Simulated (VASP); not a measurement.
Write the native input for VASP 6.6.1 that does the following.

```yaml
Task: single point
Functional: PBE
Potentials_or_basis: VASP PAW PBE potentials, release 64 (Na_pv, Sb)
Cutoff: 520 eV
k_mesh: 12 × 12 × 12
Occupations: gaussian, width 0.1 eV
Spin: no spin polarisation
Dipole_correction: no
Further_INCAR_settings: ALGO = Normal; EDIFF = 1e-06; NBANDS = 16
```

The structure of NaSb2 lies in POSCAR:

```
NaSb2
1.0
    2.0799661006      1.2008689881      6.3777228484
   -2.0799661006      1.2008689881      6.3777228484
    0.0000000000     -2.4017379762      6.3777228484
Na Sb
1 2
Direct
    0.0000000000      0.0000000000      0.0000000000
    0.7887674065      0.7887674065      0.7887674065
    0.2112325935      0.2112325935      0.2112325935
```

These files were run (other wordings do the same):

INCAR

```
SYSTEM = NaSb2
  PREC = Accurate
  ENCUT = 520
  EDIFF = 1E-6
  ISMEAR = 0
  SIGMA = 0.1
  LREAL = .False.
  LASPH = .True.
  NELM = 80
  ALGO = Normal
  ISIF = 2
  LWAVE = .False.
  LCHARG = .False.
  GGA = PE
  NBANDS = 16
```

KPOINTS

```
Automatic mesh
0
Gamma
  12 12 12
  0 0 0
```

Potentials or basis: VASP PAW PBE potentials, release 64 (Na_pv, Sb).

Run with:

```bash
$ cat potpaw_PBE.64/Na_pv/POTCAR potpaw_PBE.64/Sb/POTCAR > POTCAR
$ mpirun -np 1 vasp_std > vasp.out
```

Results of the run:

```json
{"Pressure": "0.1 GPa", "Largest force": "0.030 eV/Å", "Band gap on the k mesh": "zero (an odd number of electrons rules out a gap without spin polarisation)"}
```

Caveat: spin-orbit coupling is left out, which moves the levels of the heavy elements; an odd number of electrons without spin polarisation forces a metal; a magnetic or distorted state may lie lower.

Wall time 9.1 min on 1 thread of Intel(R) Xeon(R) Platinum 8259CL CPU @ 2.50GHz (Skylake/Cascade Lake) (shared host), peak memory 0.57 GiB.
